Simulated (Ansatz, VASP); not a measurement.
# H6Pb: VASP beside Ansatz

```xyz
7
Lattice="-2.3070 2.3070 2.3070 2.3070 -2.3070 2.3070 2.3070 2.3070 -2.3070" Properties=species:S:1:pos:R:3 pbc="T T T"
H     1.1535    0.0000    2.3070
H     1.1535    2.3070    0.0000
H     2.3070    1.1535    0.0000
H     0.0000    1.1535    2.3070
H     0.0000    2.3070    1.1535
H     2.3070    0.0000    1.1535
Pb    0.0000    0.0000    0.0000
```

Alike in both runs: task relaxation of cell and atoms; functional PBE; k mesh 12 × 12 × 12; occupations gaussian, width 0.1 eV; no spin polarisation.

|  | VASP | Ansatz |
| --- | --- | --- |
| version | VASP 6.6.1 | Ansatz 0.2.0 |
| potentials or method | VASP PAW PBE potentials, release 64 (H, Pb_d), cutoff 600 eV | scalar-relativistic, plane waves, PAW |
| valence electrons in the cell | 20 | 20 |

```tsv
	VASP	Ansatz	Ansatz less VASP
gap on the k mesh at the Fermi level, each at its own relaxed structure (eV)	none	none	-
relaxed volume (Å³/atom)	7.02	7.02	0.000
relaxed cell length with the largest relative difference (Å)	3.996	3.996	0.0000
```

A gap of «none» marks a metal or a gap that the smearing closes.

Spin-orbit coupling is off throughout. Noted on VASP's run: the relaxation stopped at its first step, so nothing moved.
